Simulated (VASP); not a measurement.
A run of VASP 6.6.1:

Contents of INCAR:

```
SYSTEM = Ti
ALGO = Normal
EDIFF = 1E-7
ENCUT = 520
ISIF = 2
ISMEAR = -1
LASPH = .True.
LCHARG = .False.
LREAL = .False.
LWAVE = .False.
NBANDS = 25
NELM = 80
PREC = Accurate
SIGMA = 0.05
```

Contents of KPOINTS:

```
k-points
0
Gamma
  9 9 13
  0 0 0
```

The input POSCAR:

```
Ti
1.0
    3.9683736951      0.0000000000      0.0000000000
   -1.9841868476      3.4367124317      0.0000000000
    0.0000000000      0.0000000000      2.4962396590
Ti
3
Direct
    0.0000000000      0.0000000000      0.0000000000
    0.3333333333      0.6666666667      0.5000000000
    0.6666666667      0.3333333333      0.5000000000
```

Potentials or basis: VASP PAW LDA potentials, release 64 (Ti_sv).

The run is started by

```sh
$ cat potpaw_LDA.64/Ti_sv/POTCAR > POTCAR
$ mpirun -np 1 vasp_std > vasp.out
```

Hardware: 1 thread of Intel(R) Xeon(R) 6975P-C (Granite Rapids), with other jobs on the host.

How long does it take, and how much memory?

Run time: 40 s on 1 thread of Intel(R) Xeon(R) 6975P-C (Granite Rapids), with other jobs on the host, peak memory 0.17 GiB. Counts: scf iterations 16, k points 84.
